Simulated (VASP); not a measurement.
Input of a VASP 6.6.1 run:

INCAR

```
ALGO = Normal
EDIFF = 1E-7
EDIFFG = -0.002
ENCUT = 600
GGA = PS
IBRION = 2
ISIF = 3
ISMEAR = 0
LASPH = T
LCHARG = F
LREAL = F
LWAVE = F
NELM = 100
NSW = 100
PREC = Accurate
SIGMA = 0.02
```

File KPOINTS:

```
k-points
0
Gamma
  12 12 2
```

POSCAR

```
MoS2
1.0
    3.1922379100      0.0000000000      0.0000000000
   -1.5961189600      2.7645591300      0.0000000000
    0.0000000000      0.0000000000     13.3782940000
Mo S
2 4
Direct
    0.6666666700      0.3333333300      0.2500000000
    0.3333333300      0.6666666700      0.7500000000
    0.6666666700      0.3333333300      0.6330820000
    0.3333333300      0.6666666700      0.3669180000
    0.6666666700      0.3333333300      0.8669180000
    0.3333333300      0.6666666700      0.1330820000
```

Potentials or basis: VASP PAW PBE potentials, release 64 (Mo_sv, S).

The run is started by

```sh
$ cat potpaw_PBE.64/Mo_sv/POTCAR potpaw_PBE.64/S/POTCAR > POTCAR
$ mpirun -np 1 vasp_std > vasp.out
```

Task: What does it give for the relaxed volume?

Result: 17.92 Å³/atom.

Task: Estimate the relaxed cell.

Result: a = 3.141 Å, b = 3.141 Å, c = 12.582 Å, α = 90.00°, β = 90.00°, γ = 120.00°.

Task: What does it give for the band gap on the k mesh?

Result: 1.00 eV, indirect (least direct gap 1.74 eV).

Task: Estimate the space group after relaxing (to 0.05 Å).

Result: P6_3/mmc (No. 194).

Final structure:
```
Mo S
1.0
     3.14148    0.00000    0.00000
    -1.57074    2.72060    0.00000
     0.00000    0.00000   12.58235
Mo S
2 4
Cartesian
  1.5707 0.9069 3.1456
  0.0000 1.8137 9.4368
  1.5707 0.9069 7.8777
  0.0000 1.8137 4.7046
  1.5707 0.9069 10.9958
  0.0000 1.8137 1.5866
```

Caveat: the PAW data sets were made with another functional, which shifts forces and pressure a little; this functional lacks dispersion, which binds the layers, so the pressure and a relaxed spacing across them are unreliable. A k mesh can miss the band edges.
